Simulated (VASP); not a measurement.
Cu, 8 atoms in the cell. The typed cell holds 8 atoms: a = 4.922 Å, b = 4.922 Å, c = 4.922 Å, α = 108.22°, β = 108.22°, γ = 112.01°.  This cell differs from its parent crystal: atoms moved at random.

```yaml
Program: VASP 6.6.1
Task: single point
Functional: PBEsol
Potentials_or_basis: VASP PAW PBE potentials, release 64 (Cu)
Cutoff: 520 eV
k_mesh: 12 × 12 × 12
Occupations: gaussian, width 0.15 eV
Spin: no spin polarisation
Dipole_correction: no
Further_INCAR_settings: ALGO = Fast; EDIFF = 1e-06; NBANDS = 54
```

Potentials or basis: VASP PAW PBE potentials, release 64 (Cu).

The run is started by

```console
$ cat potpaw_PBE.64/Cu/POTCAR > POTCAR
$ mpirun -np 4 vasp_std > vasp.out
```

Hardware: 4 MPI ranks on Intel(R) Xeon(R) Platinum 8488C (Sapphire Rapids), with other jobs on the host.

**Question.** How long does it take, and how much memory?

**Answer.** Wall time 19 min on 4 MPI ranks on Intel(R) Xeon(R) Platinum 8488C (Sapphire Rapids), with other jobs on the host, peak memory 2.4 GiB a rank. Counts: scf iterations 18, k points 868.
